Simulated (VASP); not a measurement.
# Fe (P4/nmm) in VASP: further runs, part 2 of 2

VASP 6.6.1. The steps go on from the part before.

### 5 Single point, LDA, non-collinear spin, typed start

INCAR

```
SYSTEM = Fe
PREC     = Accurate       ! precision mode
ENCUT    = 520            ! plane-wave cutoff, eV
EDIFF    = 1E-7           ! SCF threshold, eV
ISMEAR   = -1             ! smearing method
SIGMA    = 0.27211386245988 ! smearing width, eV
LREAL    = .FALSE.        ! projectors in reciprocal space
LASPH    = .TRUE.         ! aspherical terms in the spheres
NELM     = 150            ! most SCF steps
ALGO     = Normal         ! electronic algorithm
ISIF     = 2              ! what is computed and relaxed
LWAVE    = .FALSE.        ! write WAVECAR
LCHARG   = .FALSE.        ! write CHGCAR
LNONCOLLINEAR= .TRUE.         ! non-collinear magnetism
MAGMOM   = 0 0 2 1.147 0 1.638 ! initial moments
LORBIT   = 11             ! projections on sites
LMAXMIX  = 4              ! l up to which the mixer works
GGA      = CA             ! functional
NBANDS   = 28             ! bands
```

KPOINTS

```
Automatic mesh
0
G
  2 2 2
  0 0 0
```

POSCAR

```
Fe
1.0
    2.8660000000      0.0000000000      0.0000000000
    0.0000000000      2.8660000000      0.0000000000
    0.0000000000      0.0000000000      2.8660000000
Fe
2
Direct
    0.0000000000      0.0000000000      0.0000000000
    0.5200000000      0.5000000000      0.5000000000
```

Potentials or basis: VASP PAW LDA potentials, release 64 (Fe).

On the command line:

```sh
$ cat potpaw_LDA.64/Fe/POTCAR > POTCAR
$ mpirun -np 1 vasp_ncl > vasp.out
```

OUTCAR:

```text
SYSTEM = Fe
   PREC = Accurate
   ENCUT = 520
   EDIFF = 1E-7
   ISMEAR = -1
   LREAL = .FALSE.
   LASPH = .TRUE.
   NELM = 150
   ISIF = 2
   LNONCOLLINEAR = .TRUE.
   LORBIT = 11
   GGA = CA

 ion  position               nearest neighbor table
   1  0.000  0.000  0.000-   2 2.45   2 2.45   2 2.45   2 2.45   2 2.52   2 2.52   2 2.52   2 2.52

   2  0.520  0.500  0.500-   1 2.45   1 2.45   1 2.45   1 2.45   1 2.52   1 2.52   1 2.52   1 2.52

  LATTYP: Found a simple cubic cell.
 ALAT       =     2.8660000000

  Lattice vectors:

 A1 = (   2.8660000000,   0.0000000000,   0.0000000000)
 A2 = (   0.0000000000,   2.8660000000,   0.0000000000)
 A3 = (   0.0000000000,   0.0000000000,   2.8660000000)

Analysis of symmetry for initial positions (statically):
=====================================================================
 Subroutine PRICEL returns:
 Original cell was already a primitive cell.

 Routine SETGRP: Setting up the symmetry group for a
 simple cubic supercell.

 Subroutine GETGRP returns: Found 16 space group operations
 (whereof  8 operations were pure point group operations)
 out of a pool of 48 trial point group operations.

The static configuration has the point symmetry C_4v.
 The point group associated with its full space group is D_4h.

Analysis of symmetry for dynamics (positions and initial velocities):
=====================================================================
 Subroutine PRICEL returns:
 Original cell was already a primitive cell.

 Routine SETGRP: Setting up the symmetry group for a
 simple cubic supercell.

 Subroutine GETGRP returns: Found 16 space group operations
 (whereof  8 operations were pure point group operations)
 out of a pool of 48 trial point group operations.

The dynamic configuration has the point symmetry C_4v.
 The point group associated with its full space group is D_4h.

Analysis of structural, dynamic, and magnetic symmetry:
=====================================================================
 Subroutine PRICEL returns:
 Original cell was already a primitive cell.

 Routine SETGRP: Setting up the symmetry group for a
 simple cubic supercell.

 Subroutine GETGRP returns: Found  1 space group operations
 (whereof  1 operations were pure point group operations)
 out of a pool of 48 trial point group operations.

The overall configuration has the point symmetry C_1 .

 Subroutine INISYM returns: Found  1 space group operations
 (whereof  1 operations are pure point group operations),
 and found     1 'primitive' translations

----------------------------------------------------------------------------------------

                                     Primitive cell

  volume of cell :      23.5412

  direct lattice vectors                    reciprocal lattice vectors
     2.866000000  0.000000000  0.000000000     0.348918353  0.000000000  0.000000000
     0.000000000  2.866000000  0.000000000     0.000000000  0.348918353  0.000000000
     0.000000000  0.000000000  2.866000000     0.000000000  0.000000000  0.348918353

  length of vectors
     2.866000000  2.866000000  2.866000000     0.348918353  0.348918353  0.348918353

  position of ions in fractional coordinates (direct lattice)
     0.000000000  0.000000000  0.000000000
     0.520000000  0.500000000  0.500000000
[... 59 lines left out ...]
   NELM   =    150;   NELMIN=  2; NELMDL= -5     # of ELM steps
   EDIFF  = 0.1E-06   stopping-criterion for ELM
   LREAL  =      F    real-space projection
   EDIFFG = 0.1E-05   stopping-criterion for IOM
   NSW    =      0    number of steps for IOM
   IBRION =     -1    ionic relax: 0-MD 1-quasi-New 2-CG
   NFREE  =      0    steps in history (QN), initial steepest desc. (CG)
   ISIF   =      2    stress and relaxation
   ISYM   =      2    0-nonsym 1-usesym 2-fastsym
   POTIM  = 0.5000    time-step for ionic-motion
   TEBEG  =    0.0;   TEEND  =   0.0 temperature during run
   PSTRESS=    0.0 pullay stress
   NELECT =      16.0000    total number of electrons
   NUPDOWN=      -1.0000    fix difference up-down
   EMIN   =  10.00;   EMAX   =-10.00  energy-range for DOS
   EFERMI =   0.00;   METHOD = LEGACY
   ISMEAR =    -1;   SIGMA  =   0.27  broadening in eV -4-tet -1-fermi 0-gaus
   EFERMI_NEDOS =   21; number of points for ismear=-14 and -15
   IALGO  =     38    algorithm
   IMIX   =      4    mixing-type and parameters
     AMIX     =   0.40;   BMIX     =  1.00
     AMIX_MAG =   1.60;   BMIX_MAG =  1.00
  volume/ion in A,a.u.               =      11.77        79.43
  Fermi-wavevector in a.u.,A,eV,Ry     =   1.439368  2.720012 28.188298  2.071781
  Thomas-Fermi vector in A             =   2.558232
   LORBIT       =     11    0 simple, 1 ext, 2 COOP (PROOUT), +10 PAW based schemes
   GGA     = CA    functional components
   LHFCALC =     F    Hartree Fock is set to
   AEXX    =    0.0000 exact exchange contribution
   IVDW    =     0    specifies the selected vdW correction
   LEPSILON=     F    determine dielectric tensor
   LRPA    =     F    only Hartree local field effects (RPA)
  energy-cutoff  :      520.00
  volume of cell :       23.54
 maximum number of plane-waves:      1284
 NGX is ok and might be reduce to    24
   NGX = 11   NGY = 11   NGZ = 11

 number of electron      15.9999992 magnetization       1.1529408      0.0001443      3.6558151

 Free energy of the ion-electron system (eV)
  ---------------------------------------------------
  ext. energy  EPLUGINS =         0.00000000
  ---------------------------------------------------
  free energy    TOTEN  =       -16.81366982 eV

  energy without entropy =      -15.78783116  energy(sigma->0) =      -16.30075049

 E-fermi :   5.7255     XC(G=0): -13.2042

 val. band max:        5.6765411204   @ k =   0.5000   0.0000   0.5000
 cond. band min:       5.8074152785   @ k =   0.0000   0.0000   0.5000
 fundamental gap:      0.1308741581
 Fermi energy:         5.7254968796

 k-point     1 :       0.0000    0.0000    0.0000
  band No.  band energies     occupation
      1      -3.0853      1.00000
      2      -2.5358      1.00000
      3       0.9083      1.00000
      4       0.9220      1.00000
      5       2.3349      1.00000
      6       2.3502      1.00000
[... 237 lines left out ...]
     27      14.4729      0.00000
     28      14.4729      0.00000

------------------------ aborting loop because EDIFF is reached ----------------------------------------

  FORCE on cell =-STRESS in cart. coord.  units (eV):
  Direction    XX          YY          ZZ          XY          YZ          ZX
  --------------------------------------------------------------------------------------
  -------------------------------------------------------------------------------------
  Total       -1.9086418     -1.8737091     -1.8736890      0.0000003     -0.0000003     -0.0000001
  in kB     -129.8991909   -127.5217279   -127.5203570      0.0000183     -0.0000226     -0.0000074
  external PRESSURE =    -128.3137586 kB  Pullay stress =       0.0000000 kB

 VOLUME and BASIS-vectors are now :
 -----------------------------------------------------------------------------
  energy-cutoff  :      520.00
  volume of cell :       23.54
      direct lattice vectors                 reciprocal lattice vectors
     2.866000000  0.000000000  0.000000000     0.348918353  0.000000000  0.000000000
     0.000000000  2.866000000  0.000000000     0.000000000  0.348918353  0.000000000
     0.000000000  0.000000000  2.866000000     0.000000000  0.000000000  0.348918353

 POSITION                                       TOTAL-FORCE (eV/Angst)
 -----------------------------------------------------------------------------------
      0.00000      0.00000      0.00000         0.157912      0.000000      0.000000
      1.49032      1.43300      1.43300        -0.157912     -0.000000     -0.000000
 -----------------------------------------------------------------------------------
    total drift:                               -0.000053     -0.000000     -0.000000

  FREE ENERGIE OF THE ION-ELECTRON SYSTEM (eV)
  ---------------------------------------------------
  free  energy   TOTEN  =       -16.8136698155 eV

  energy  without entropy=      -15.7878311611  energy(sigma->0) =      -16.30075049

 total charge

# of ion       s       p       d       tot
------------------------------------------
    1        0.461   0.491   6.282   7.234
    2        0.461   0.491   6.282   7.234
--------------------------------------------------
tot          0.921   0.983  12.563  14.467

 magnetization (x)

# of ion       s       p       d       tot
------------------------------------------
    1       -0.001   0.027   0.284   0.310
    2        0.004   0.033   0.759   0.796
--------------------------------------------------
tot          0.003   0.060   1.043   1.106

 magnetization (y)

# of ion       s       p       d       tot
------------------------------------------
    1       -0.000   0.000  -0.000  -0.000
    2        0.000   0.000   0.000   0.000
--------------------------------------------------
tot          0.000   0.000   0.000   0.000

 magnetization (z)

# of ion       s       p       d       tot
------------------------------------------
    1        0.005   0.096   1.729   1.830
    2        0.003   0.094   1.579   1.677
--------------------------------------------------
tot          0.008   0.190   3.308   3.507
```

Run time: 1.7 min. Hardware: 1 thread of AMD EPYC 7R43 (Zen 3), shared host; peak memory 0.15 GiB.

Results:

```yaml
Free_energy: -16.8137 eV
Pressure: -12.8 GPa
Largest_force: 0.158 eV/Å
Band_gap_on_the_k_mesh: zero (band 16 reaches 6.12 eV, above the bottom of band 17 at 5.26 eV)
Net_moment: 3.83 μB per cell
Valence_electrons_inside_the_program's_atomic_spheres: Fe 7.23
```

Forces on the atoms (eV/Å):
```
Fe   0.158  0.000  0.000
Fe  -0.158  0.000  0.000
```

Levels at points of the mesh, in eV from the Fermi level:
```tsv
k point	band 12	band 13	band 14	band 15	band 16	band 17	band 18	band 19
(0.00, 0.00, 0.00)	-0.90	-0.88	-0.88	0.12	0.12	0.14	0.89	0.92
(0.50, 0.00, 0.00)	-1.27	-1.09	-0.95	-0.48	-0.48	-0.47	-0.47	-0.07
(0.00, 0.50, 0.00)	-1.34	-1.08	-1.08	-0.51	-0.51	-0.43	-0.43	0.08
(0.00, 0.00, 0.50)	-1.34	-1.08	-1.08	-0.51	-0.51	-0.43	-0.43	0.08
(0.50, 0.50, 0.00)	-0.84	-0.05	-0.05	0.39	0.39	0.44	0.44	0.86
(0.00, 0.50, 0.50)	-0.84	-0.07	-0.07	0.37	0.37	0.48	0.48	0.81
(0.50, 0.00, 0.50)	-0.84	-0.05	-0.05	0.39	0.39	0.44	0.44	0.86
(0.50, 0.50, 0.50)	-2.12	-0.80	-0.80	-0.80	-0.80	1.19	1.19	1.19
```

Moments on the atoms (μB; x, y, z):
```
Fe  0.31 0.00 1.83
Fe  0.80 0.00 1.68
```

Caveat: the k points lie up to 1.10 Å⁻¹ apart.

### 6 Single point, LDA, non-collinear spin, typed start

INCAR

```
SYSTEM = Fe
PREC     = Accurate       ! precision mode
ENCUT    = 520            ! plane-wave cutoff, eV
EDIFF    = 1E-6           ! SCF threshold, eV
ISMEAR   = -1             ! smearing method
SIGMA    = 0.27211386245988 ! smearing width, eV
LREAL    = .False.        ! projectors in reciprocal space
LASPH    = .True.         ! aspherical terms in the spheres
NELM     = 150            ! most SCF steps
ALGO     = Normal         ! electronic algorithm
ISIF     = 2              ! what is computed and relaxed
LWAVE    = .False.        ! write WAVECAR
LCHARG   = .False.        ! write CHGCAR
LNONCOLLINEAR= .True.         ! non-collinear magnetism
MAGMOM   = 0 0 2 0.174 0 1.992 ! initial moments
LORBIT   = 11             ! projections on sites
LMAXMIX  = 4              ! l up to which the mixer works
GGA      = CA             ! functional
NBANDS   = 28             ! bands
```

KPOINTS

```
Automatic mesh
0
Gamma
  2 2 2
  0 0 0
```

POSCAR is that of step 5.

Potentials or basis: VASP PAW LDA potentials, release 64 (Fe).

On the command line:

```sh
$ cat potpaw_LDA.64/Fe/POTCAR > POTCAR
$ mpirun -np 1 vasp_ncl > vasp.out
```

Run time: 23 s. Hardware: 1 thread of AMD EPYC 7R43 (Zen 3), shared host; peak memory 0.13 GiB.

Results (log left out):

```
Free energy                                           : -16.8141 eV
Pressure                                              : -13.5 GPa
Largest force                                         : 0.155 eV/Å
Band gap on the k mesh                                : zero (band 16 reaches 6.11 eV, above the bottom of band 17 at 5.26 eV)
Net moment                                            : 3.86 μB per cell
Valence electrons inside the program's atomic spheres : Fe 7.23
```

Forces on the atoms (eV/Å):
```
Fe   0.155  0.000  0.000
Fe  -0.155  0.000  0.000
```

Stress tensor (GPa, compression positive):
```
-13.61   0.00   0.00
  0.00 -13.38   0.00
  0.00   0.00 -13.38
```

Levels at points of the mesh, in eV from the Fermi level:
```
           k point  band 12  band 13  band 14  band 15  band 16  band 17  band 18  band 19
(0.00, 0.00, 0.00)    -0.88    -0.86    -0.86     0.11     0.11     0.13     0.90     0.93
(0.50, 0.00, 0.00)    -1.27    -1.08    -0.94    -0.48    -0.48    -0.47    -0.47    -0.06
(0.00, 0.50, 0.00)    -1.34    -1.08    -1.08    -0.51    -0.51    -0.42    -0.42     0.08
(0.00, 0.00, 0.50)    -1.34    -1.08    -1.08    -0.51    -0.51    -0.42    -0.42     0.08
(0.50, 0.50, 0.00)    -0.84    -0.05    -0.05     0.39     0.39     0.44     0.44     0.87
(0.00, 0.50, 0.50)    -0.84    -0.07    -0.07     0.37     0.37     0.48     0.48     0.81
(0.50, 0.00, 0.50)    -0.84    -0.05    -0.05     0.39     0.39     0.44     0.44     0.87
(0.50, 0.50, 0.50)    -2.11    -0.80    -0.80    -0.80    -0.80     1.19     1.19     1.19
```

Moments on the atoms (μB; x, y, z):
```
Fe  0.01 0.00 1.85
Fe  0.15 0.00 1.85
```

Caveat: the k points lie up to 1.10 Å⁻¹ apart.

### 7 Single point, LDA, non-collinear spin, typed start

INCAR

```
SYSTEM = Fe
PREC = Accurate
ENCUT = 520
EDIFF = 1E-6
ISMEAR = -1
SIGMA = 0.27211386245988
LREAL = .False.
LASPH = .True.
NELM = 150
ALGO = Normal
ISIF = 2
LWAVE = .False.
LCHARG = .False.
LNONCOLLINEAR = .True.
MAGMOM = 0 0 2 1.638 0 1.147
LORBIT = 11
LMAXMIX = 4
GGA = CA
NBANDS = 28
```

KPOINTS

```
regular mesh
0
Gamma
  2 2 2
  0 0 0
```

POSCAR is that of step 6.

On the command line:

```sh
$ cat potpaw_LDA.64/Fe/POTCAR > POTCAR
$ mpirun -np 1 vasp_ncl > vasp.out
```

Run time: 62 s. Hardware: 1 thread of AMD EPYC 7R43 (Zen 3), shared host; peak memory 0.14 GiB.

It converged, with:

- Free energy: -16.8137 eV
- Pressure: -12.8 GPa
- Largest force: 0.158 eV/Å
- Band gap on the k mesh: zero (band 16 reaches 6.12 eV, above the bottom of band 17 at 5.26 eV)
- Net moment: 3.83 μB per cell
- Valence electrons inside the program's atomic spheres: Fe 7.23

Forces in eV/Å, atoms in the order of the input:
```
Fe   0.158  0.000  0.000
Fe  -0.158  0.000  0.000
```

Stress tensor (GPa, compression positive):
```
-12.99   0.00   0.00
  0.00 -12.75   0.00
  0.00   0.00 -12.75
```

Levels at points of the mesh, in eV from the Fermi level:
| k point | band 12 | band 13 | band 14 | band 15 | band 16 | band 17 | band 18 | band 19 |
| --- | --- | --- | --- | --- | --- | --- | --- | --- |
| (0.00, 0.00, 0.00) | -0.90 | -0.88 | -0.88 | 0.12 | 0.12 | 0.14 | 0.89 | 0.92 |
| (0.50, 0.00, 0.00) | -1.28 | -1.09 | -0.95 | -0.48 | -0.48 | -0.47 | -0.47 | -0.07 |
| (0.00, 0.50, 0.00) | -1.34 | -1.08 | -1.08 | -0.51 | -0.51 | -0.43 | -0.43 | 0.08 |
| (0.00, 0.00, 0.50) | -1.34 | -1.08 | -1.08 | -0.51 | -0.51 | -0.43 | -0.43 | 0.08 |
| (0.50, 0.50, 0.00) | -0.84 | -0.05 | -0.05 | 0.39 | 0.39 | 0.44 | 0.44 | 0.86 |
| (0.00, 0.50, 0.50) | -0.84 | -0.07 | -0.07 | 0.37 | 0.37 | 0.48 | 0.48 | 0.81 |
| (0.50, 0.00, 0.50) | -0.84 | -0.05 | -0.05 | 0.39 | 0.39 | 0.44 | 0.44 | 0.86 |
| (0.50, 0.50, 0.50) | -2.12 | -0.80 | -0.80 | -0.80 | -0.80 | 1.19 | 1.19 | 1.19 |

Moments on the atoms (μB; x, y, z):
```
Fe  0.62 0.00 1.75
Fe  1.08 0.00 1.51
```

Caveat: the k points lie up to 1.10 Å⁻¹ apart.
